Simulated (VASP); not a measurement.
The system is PbS.

```xyz
2
Lattice="3.6537 0.0000 0.0000 0.0000 3.6537 0.0000 0.0000 0.0000 3.6537" Properties=species:S:1:pos:R:3 pbc="T T T"
Pb    0.0000    0.0000    0.0000
S     1.8268    1.8268    1.8268
```

| Property | Result |
| --- | --- |
| Program | VASP 6.6.1 |
| Task | relaxation of cell and atoms |
| Functional | PBE |
| Dispersion | D3(BJ) |
| Potentials or basis | VASP PAW PBE potentials, release 64 (Pb_d, S) |
| Cutoff | 600 eV |
| k mesh | 12 × 12 × 12 |
| Occupations | gaussian, width 0.1 eV |
| Spin | no spin polarisation |

At the start: pressure -2.4 GPa; volume 24.39 Å³/atom.

Question: How do energy, volume and symmetry change on relaxing?

Answer: Over 3 steps the energy falls by 8.1 meV/atom and the volume is 23.36 Å³/atom (-4.2 %); space group Pm-3m (No. 221, to 0.1 Å) before and after.

The path:
```tsv
step	energy change (eV)	largest force (eV/Å)	pressure (GPa)	volume (Å³)
1	0.0000	0.0000	-2.42	48.77
2	-0.0151	0.0000	0.69	46.22
3	-0.0162	0.0000	0.00	46.72
```

Final structure:
```yaml
crystal:
  lattice:
    - [3.60156, 0.00000, 0.00000]
    - [0.00000, 3.60156, 0.00000]
    - [0.00000, 0.00000, 3.60156]
  atoms:
    - { symbol: Pb, position: [0.00000, 0.00000, 0.00000] }
    - { symbol: S, position: [0.50000, 0.50000, 0.50000] }
```
